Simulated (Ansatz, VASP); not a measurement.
# One calculation of AlN, two programs

```
Al N
1.0
     3.15194    0.00000    0.00000
    -1.57597    2.72966    0.00000
     0.00000    0.00000    5.04351
Al N
2 2
Direct
  0.33333 0.66667 0.00000
  0.66667 0.33333 0.50000
  0.33333 0.66667 0.38500
  0.66667 0.33333 0.88500
```

Change from the starting cell: volume scaled by 1.04, PAW files.

Alike in both runs: task electric field gradients; functional PBE; k mesh 11 × 11 × 6; occupations fermi-dirac, width 0.02 eV; no spin polarisation.

```csv
,VASP,Ansatz
version,VASP 6.6.1,Ansatz 0.2.0
potentials or method,"VASP PAW PBE potentials, release 64 (Al, N)","PAW with Ansatz's default frozen-core files, scalar-relativistic"
plane-wave cutoff (eV),520,420
valence electrons in the cell,16,16
```

Ansatz gave:

```
gap on the k mesh at the Fermi level (eV)                     : 3.81
pressure (GPa)                                                : -3.6
traceless stress, the component that is largest in VASP (GPa) : -0.61
rms of the force components (eV/Å)                            : 0.103
size of Vzz on the site where it differs most (V/Å²)          : 0.1
```

Task: Which values does VASP return?

Result: gap on the k mesh at the Fermi level (eV): 3.82; pressure (GPa): -3.8; traceless stress, the component that is largest in VASP (GPa): -0.57; rms of the force components (eV/Å): 0.103; size of Vzz on the site where it differs most (V/Å²): 0.3.

Atom by atom the forces differ by 0.001 eV/Å (rms over components). With one functional, cell and mesh, what is left measures potentials, basis and numerics.
